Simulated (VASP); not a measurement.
Input of a VASP 6.6.1 run:

File INCAR:

```
  ALGO = Normal
  EDIFF = 1E-6
  ENCUT = 500
  GGA = PS
  GGA_COMPAT = F
  ISIF = 2
  ISMEAR = 0
  LASPH = T
  LCHARG = T
  LELF = T
  LREAL = F
  LVHAR = T
  LWAVE = F
  NBANDS = 15
  NELM = 120
  PREC = Accurate
  SIGMA = 0.01
```

Contents of KPOINTS:

```
k-points
0
Gamma
  5 5 5
```

POSCAR

```
CaSe
1.0
    0.0000000000      3.3434260326      3.3434260326
    3.3434260326      0.0000000000      3.3434260326
    3.3434260326      3.3434260326      0.0000000000
Ca Se
1 1
Direct
    0.0000000000      0.0000000000      0.0000000000
    0.7500000000      0.7500000000      0.7500000000
```

Potentials or basis: VASP PAW PBE potentials, release 64 (Ca_sv, Se).

Launch:

```sh
$ cat potpaw_PBE.64/Ca_sv/POTCAR potpaw_PBE.64/Se/POTCAR > POTCAR
$ mpirun -np 1 vasp_std > vasp.out
```

(1) Predict the band gap on the k mesh.

(2) Predict the pressure.

## Answers

(1) 2.89 eV (least direct gap 2.96 eV).

(2) -2.4 GPa.

Caveat: the PAW data sets were made with another functional, which shifts forces and pressure a little; an odd mesh through Γ misses points on the zone boundary, where band edges can lie.
